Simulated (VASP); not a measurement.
# ScAlH6 (R-3) in VASP: further runs

Aim: see how the results for ScAlH6 move with the level of theory and the settings. Levels: PBEsol, r2SCAN+rVV10. Tasks: single point, relaxation of cell and atoms.

Everything below comes from runs of VASP 6.6.1. Logs are shortened: lines on timing, memory, paths and dates and some standing lists are left out, and cuts for length are marked.

## 1. The cell of the first run

It takes space group R-3 (No. 148, trigonal). Conventional cell: a = 4.340 Å, b = 4.340 Å, c = 12.926 Å, α = 90.00°, β = 90.00°, γ = 120.00°. Sc (site symmetry -3) has 6 H at 1.96 Å within 2.6 Å. Al (site symmetry -3) has 6 H at 1.72 Å within 2.3 Å. Within 2.6 Å of H (site symmetry 1) lie 1 Al at 1.72 Å and 1 Sc at 1.96 Å and 8 H at 2.35 to 2.57 Å.

## 2. Single point, PBEsol

Input file INCAR:

```
ALGO = Normal
EDIFF = 1E-7
ENCUT = 520
GGA = PS
ISIF = 2
ISMEAR = -1
LASPH = True
LCHARG = False
LREAL = False
LWAVE = False
NBANDS = 20
NELM = 60
PREC = Accurate
SIGMA = 0.03
```

Input file KPOINTS:

```
k-points
0
Gamma
  6 6 6
```

Input file POSCAR:

```
ScAlH6
1.0
    2.1700867181      1.2529001491      4.3085731444
   -2.1700867181      1.2529001491      4.3085731444
    0.0000000000     -2.5058003035      4.3085731429
Sc Al H
1 1 6
Direct
    0.5000000000      0.5000000000      0.5000000000
    0.0000000000      0.0000000000      0.0000000000
    0.5828048880      0.9595340885      0.2225808949
    0.9595340885      0.2225808949      0.5828048880
    0.7774191051      0.4171951120      0.0404659115
    0.0404659115      0.7774191051      0.4171951120
    0.4171951120      0.0404659115      0.7774191051
    0.2225808949      0.5828048880      0.9595340885
```

Potentials or basis: VASP PAW PBE potentials, release 64 (Sc_sv, Al, H).

Run with:

```
cat potpaw_PBE.64/Sc_sv/POTCAR potpaw_PBE.64/Al/POTCAR potpaw_PBE.64/H/POTCAR > POTCAR
mpirun -np 1 vasp_std > vasp.out
```

OUTCAR:

```text
EDIFF = 1E-7
   ENCUT = 520
   GGA = PS
   ISIF = 2
   ISMEAR = -1
   LASPH = True
   LREAL = False
   NELM = 60
   PREC = Accurate

 ion  position               nearest neighbor table
   1  0.500  0.500  0.500-   3 1.96   7 1.96   6 1.96   4 1.96   5 1.96   8 1.96   2 3.30   2 3.30
                             2 3.30   2 3.30   2 3.30   2 3.30
   2  0.000  0.000  0.000-   3 1.72   7 1.72   5 1.72   8 1.72   4 1.72   6 1.72   1 3.30   1 3.30
                             1 3.30   1 3.30   1 3.30   1 3.30
   3  0.583  0.960  0.223-   2 1.72   1 1.96
   4  0.960  0.223  0.583-   2 1.72   1 1.96
   5  0.777  0.417  0.040-   2 1.72   1 1.96
   6  0.040  0.777  0.417-   2 1.72   1 1.96
   7  0.417  0.040  0.777-   2 1.72   1 1.96
   8  0.223  0.583  0.960-   2 1.72   1 1.96

  LATTYP: Found a trigonal (rhomboedric) cell.
 ALAT       =     4.9842589909
 COS(alpha) =     0.6208745214

  Lattice vectors:

 A1 = (   2.1700867181,   1.2529001491,   4.3085731444)
 A2 = (  -2.1700867181,   1.2529001491,   4.3085731444)
 A3 = (   0.0000000000,  -2.5058003035,   4.3085731429)

Analysis of symmetry for initial positions (statically):
=====================================================================
 Subroutine PRICEL returns:
 Original cell was already a primitive cell.

 Routine SETGRP: Setting up the symmetry group for a
 trigonal (rhombohedral) supercell.

 Subroutine GETGRP returns: Found  6 space group operations
 (whereof  6 operations were pure point group operations)
 out of a pool of 12 trial point group operations.

The static configuration has the point symmetry S_6 .

Analysis of symmetry for dynamics (positions and initial velocities):
=====================================================================
 Subroutine PRICEL returns:
 Original cell was already a primitive cell.

 Routine SETGRP: Setting up the symmetry group for a
 trigonal (rhombohedral) supercell.

 Subroutine GETGRP returns: Found  6 space group operations
 (whereof  6 operations were pure point group operations)
 out of a pool of 12 trial point group operations.

The dynamic configuration has the point symmetry S_6 .

 Subroutine INISYM returns: Found  6 space group operations
 (whereof  6 operations are pure point group operations),
 and found     1 'primitive' translations

----------------------------------------------------------------------------------------

                                     Primitive cell

  volume of cell :      70.2875

  direct lattice vectors                    reciprocal lattice vectors
     2.170086718  1.252900149  4.308573144     0.230405539  0.133024700  0.077365133
    -2.170086718  1.252900149  4.308573144    -0.230405539  0.133024700  0.077365133
     0.000000000 -2.505800304  4.308573143     0.000000000 -0.266049400  0.077365133

  length of vectors
     4.984258991  4.984258991  4.984258991     0.277069751  0.277069751  0.277069751

  position of ions in fractional coordinates (direct lattice)
     0.500000000  0.500000000  0.500000000
     0.000000000  0.000000000  0.000000000
     0.582804888  0.959534088  0.222580895
     0.959534088  0.222580895  0.582804888
     0.777419105  0.417195112  0.040465912
     0.040465912  0.777419105  0.417195112
     0.417195112  0.040465912  0.777419105
     0.222580895  0.582804888  0.959534088

  ion indices of the primitive-cell ions
   primitive index   ion index
                 1           1
                 2           2
                 3           3
                 4           4
                 5           5
                 6           6
                 7           7
                 8           8

----------------------------------------------------------------------------------------

 KPOINTS: k-points

Automatic generation of k-mesh.
 Grid dimensions read from file:
 generate k-points for:    6    6    6

 Generating k-lattice:

  Cartesian coordinates                     Fractional coordinates (reciprocal lattice)
     0.038400923  0.022170783  0.012894189     0.166666667 -0.000000000  0.000000000
    -0.038400923  0.022170783  0.012894189    -0.000000000  0.166666667  0.000000000
     0.000000000 -0.044341567  0.012894189     0.000000000  0.000000000  0.166666667

  Length of vectors
     0.046178292  0.046178292  0.046178292

  Shift w.r.t. Gamma in fractional coordinates (k-lattice)
     0.000000000  0.000000000  0.000000000

 Subroutine IBZKPT returns following result:
 ===========================================

 Found     40 irreducible k-points:

 Following reciprocal coordinates:
            Coordinates               Weight
  0.000000  0.000000  0.000000      1.000000
  0.166667  0.000000 -0.000000      6.000000
  0.333333  0.000000 -0.000000      6.000000
  0.500000  0.000000  0.000000      3.000000
  0.166667  0.166667 -0.000000      6.000000
  0.333333  0.166667  0.000000      6.000000
[... 16 lines left out ...]
  0.333333  0.333333  0.166667      6.000000
  0.500000  0.333333  0.166667      6.000000
 [... further k-points ...]
   k-points           NKPTS =     40   k-points in BZ     NKDIM =     40   number of bands    NBANDS=     20
   number of dos      NEDOS =    301   number of ions     NIONS =      8
   total plane-waves  NPLWV =  64000
   dimension x,y,z NGX =    40 NGY =   40 NGZ =   40
   dimension x,y,z NGXF=    80 NGYF=   80 NGZF=   80
   ions per type =               1   1   6
   NGX,Y,Z   is equivalent  to a cutoff of  13.34, 13.34, 13.34 a.u.
   NGXF,Y,Z  is equivalent  to a cutoff of  26.68, 26.68, 26.68 a.u.
 SYSTEM =  unknown system
   PREC   = accura    normal or accurate (medium, high low for compatibility)
   ISTART =      0    job   : 0-new  1-cont  2-samecut
   ICHARG =      2    charge: 1-file 2-atom 10-const
   ISPIN  =      1    spin polarized calculation?
   LNONCOLLINEAR =      F non collinear calculations
   LSORBIT =      F    spin-orbit coupling
   LASPH  =      T    aspherical Exc in radial PAW
   ENCUT  =  520.0 eV  38.22 Ry    6.18 a.u.   9.27  9.27  9.27*2*pi/ulx,y,z
   NELM   =     60;   NELMIN=  2; NELMDL= -5     # of ELM steps
   EDIFF  = 0.1E-06   stopping-criterion for ELM
   LREAL  =      F    real-space projection
   EDIFFG = 0.1E-05   stopping-criterion for IOM
   NSW    =      0    number of steps for IOM
   IBRION =     -1    ionic relax: 0-MD 1-quasi-New 2-CG
   NFREE  =      0    steps in history (QN), initial steepest desc. (CG)
   ISIF   =      2    stress and relaxation
   ISYM   =      2    0-nonsym 1-usesym 2-fastsym
   POTIM  = 0.5000    time-step for ionic-motion
   TEBEG  =    0.0;   TEEND  =   0.0 temperature during run
   PSTRESS=    0.0 pullay stress
   NELECT =      20.0000    total number of electrons
   NUPDOWN=      -1.0000    fix difference up-down
   EMIN   =  10.00;   EMAX   =-10.00  energy-range for DOS
   EFERMI =   0.00;   METHOD = LEGACY
   ISMEAR =    -1;   SIGMA  =   0.03  broadening in eV -4-tet -1-fermi 0-gaus
   EFERMI_NEDOS =   21; number of points for ismear=-14 and -15
   IALGO  =     38    algorithm
   IMIX   =      4    mixing-type and parameters
     AMIX     =   0.40;   BMIX     =  1.00
     AMIX_MAG =   1.60;   BMIX_MAG =  1.00
  volume/ion in A,a.u.               =       8.79        59.29
  Fermi-wavevector in a.u.,A,eV,Ry     =   1.076776  2.034812 15.775231  1.159447
  Thomas-Fermi vector in A             =   2.212670
   LORBIT       =      0    0 simple, 1 ext, 2 COOP (PROOUT), +10 PAW based schemes
   GGA     = PS    functional components
   LHFCALC =     F    Hartree Fock is set to
   AEXX    =    0.0000 exact exchange contribution
   IVDW    =     0    specifies the selected vdW correction
   LEPSILON=     F    determine dielectric tensor
   LRPA    =     F    only Hartree local field effects (RPA)
 non-spin polarized calculation
  energy-cutoff  :      520.00
  volume of cell :       70.29
 maximum number of plane-waves:      1910
 NGX is ok and might be reduce to    40
   NGX = 19   NGY = 19   NGZ = 19

 number of electron      20.0000001 magnetization

 Free energy of the ion-electron system (eV)
  ---------------------------------------------------
  ext. energy  EPLUGINS =         0.00000000
  ---------------------------------------------------
  free energy    TOTEN  =       -31.15474589 eV

  energy without entropy =      -31.15474588  energy(sigma->0) =      -31.15474589

 E-fermi :   2.0140     XC(G=0):  -9.3851

 val. band max:        1.5931144560   @ k =   0.5000   0.5000   0.5000
 cond. band min:       2.4137636896   @ k =   0.0000   0.0000   0.0000
 fundamental gap:      0.8206492337
 Fermi energy:         2.0140084023

 k-point     1 :       0.0000    0.0000    0.0000
  band No.  band energies     occupation
      1     -47.7853      2.00000
      2     -26.4732      2.00000
      3     -26.4653      2.00000
      4     -26.4653      2.00000
      5      -6.9755      2.00000
      6      -1.4338      2.00000
[... 12 lines left out ...]
     19       8.7269      0.00000
     20       8.9519      0.00000

 k-point     2 :       0.1667    0.0000   -0.0000
  band No.  band energies     occupation
      1     -47.7851      2.00000
      2     -26.4729      2.00000
      3     -26.4696      2.00000
      4     -26.4663      2.00000
      5      -6.6829      2.00000
      6      -1.5934      2.00000
[... 12 lines left out ...]
     19       8.9796      0.00000
     20       9.8623      0.00000
[... 465 lines left out ...]
      3     -26.4695      2.00000
      4     -26.4668      2.00000
      5      -6.1950      2.00000
      6      -2.9188      2.00000
[... 12 lines left out ...]
     19       9.5624      0.00000
     20      11.0464      0.00000

 k-point    24 :       0.5000    0.3333    0.1667
  band No.  band energies     occupation
      1     -47.7848      2.00000
      2     -26.4756      2.00000
      3     -26.4742      2.00000
      4     -26.4691      2.00000
      5      -5.5478      2.00000
      6      -3.0185      2.00000
[... 12 lines left out ...]
     19      10.1176      0.00000
     20      10.6983      0.00000

 [... further k-points ...]

------------------------ aborting loop because EDIFF is reached ----------------------------------------

  FORCE on cell =-STRESS in cart. coord.  units (eV):
  Direction    XX          YY          ZZ          XY          YZ          ZX
  --------------------------------------------------------------------------------------
  -------------------------------------------------------------------------------------
  Total       -0.0324469     -0.0324469     -0.0175808     -0.0000001     -0.0000000      0.0000000
  in kB       -0.7396141     -0.7396141     -0.4007482     -0.0000029     -0.0000000      0.0000000
  external PRESSURE =      -0.6266588 kB  Pullay stress =       0.0000000 kB

 VOLUME and BASIS-vectors are now :
 -----------------------------------------------------------------------------
  energy-cutoff  :      520.00
  volume of cell :       70.29
      direct lattice vectors                 reciprocal lattice vectors
     2.170086718  1.252900149  4.308573144     0.230405539  0.133024700  0.077365133
    -2.170086718  1.252900149  4.308573144    -0.230405539  0.133024700  0.077365133
     0.000000000 -2.505800304  4.308573143     0.000000000 -0.266049400  0.077365133

 POSITION                                       TOTAL-FORCE (eV/Angst)
 -----------------------------------------------------------------------------------
      0.00000     -0.00000      6.46286        -0.000000     -0.000000     -0.000000
      0.00000      0.00000      0.00000        -0.000000     -0.000000     -0.000000
     -0.81754      1.37465      7.60429        -0.002360      0.004051      0.003518
      1.59925      0.02068      7.60429         0.004689      0.000018      0.003518
      0.78172      1.39533      5.32143         0.002328      0.004070     -0.003518
     -1.59925     -0.02068      5.32143        -0.004689     -0.000018     -0.003518
      0.81754     -1.37465      5.32143         0.002360     -0.004051     -0.003518
     -0.78172     -1.39533      7.60429        -0.002328     -0.004070      0.003518
 -----------------------------------------------------------------------------------
    total drift:                               -0.000000      0.000000      0.000000

  FREE ENERGIE OF THE ION-ELECTRON SYSTEM (eV)
  ---------------------------------------------------
  free  energy   TOTEN  =       -31.1547458920 eV

  energy  without entropy=      -31.1547458787  energy(sigma->0) =      -31.15474589
```

Wall time 2.2 min (1 thread of AMD EPYC 9755, shared host); peak memory 0.23 GiB.

What came out:

```
Free energy            : -31.1547 eV
Pressure               : -0.1 GPa
Largest force          : 0.006 eV/Å
Band gap on the k mesh : 0.82 eV (least direct gap 1.81 eV)
```

Forces in eV/Å, atoms in the order of the input:
```
Sc   0.000  0.000  0.000
Al   0.000  0.000  0.000
H   -0.002  0.004  0.004
H    0.005  0.000  0.004
H    0.002  0.004 -0.004
H   -0.005  0.000 -0.004
H    0.002 -0.004 -0.004
H   -0.002 -0.004  0.004
```

Caveat: the PAW data sets were made with another functional, which shifts forces and pressure a little.

(Part 1 of 2 ends here.)
